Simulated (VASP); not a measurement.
## Ca: single point with PBEsol

Crystal: Ca.

```
Ca
1.0
     0.00000    2.79420    2.79420
     2.96185    0.00000    2.79420
     2.96185    2.79420    0.00000
Ca
1
Direct
  0.00000 0.00000 0.00000
```

This cell differs from its parent crystal: strain +0.0600 x Voigt [1, 0, 0, 0, 0, 0].

| Item | Value |
| --- | --- |
| Program | VASP 6.6.1 |
| Task | single point |
| Functional | PBEsol |
| Potentials or basis | VASP PAW PBE potentials, release 64 (Ca_sv) |
| Cutoff | 520 eV |
| k mesh | 14 × 14 × 14 |
| Occupations | gaussian, width 0.15 eV |
| Spin | no spin polarisation |
| Dipole correction | no |
| Further INCAR settings | ALGO = Normal; EDIFF = 1e-06; NBANDS = 11 |

```
Pressure               : -1.9 GPa
Band gap on the k mesh : zero (bands 5 and 6 overlap by 0.44 eV)
```

Stress tensor (GPa, compression positive):
```
-2.28  0.00  0.00
 0.00 -1.72  0.00
 0.00  0.00 -1.72
```

Levels at points of the mesh, in eV from the Fermi level:
```tsv
k point	band 3	band 4	band 5	band 6	band 7	band 8
(0.00, 0.00, 0.00)	-23.06	-23.06	-3.87	2.04	2.29	2.29
(0.50, 0.00, 0.00)	-23.08	-23.07	-0.96	-0.21	1.96	2.25
(0.50, 0.50, 0.00)	-23.11	-23.10	-0.32	0.59	0.99	3.74
(0.00, 0.50, 0.50)	-23.09	-23.09	-0.51	0.48	0.68	3.80
```

Run time: 35 s on 1 thread of Intel(R) Xeon(R) 6975P-C (Granite Rapids), on a shared host, peak memory 0.25 GiB.

Caveat: the cell differs from its parent crystal (strain +0.0600 x Voigt [1, 0, 0, 0, 0, 0]); the PAW data sets were made with another functional, which shifts forces and pressure a little.
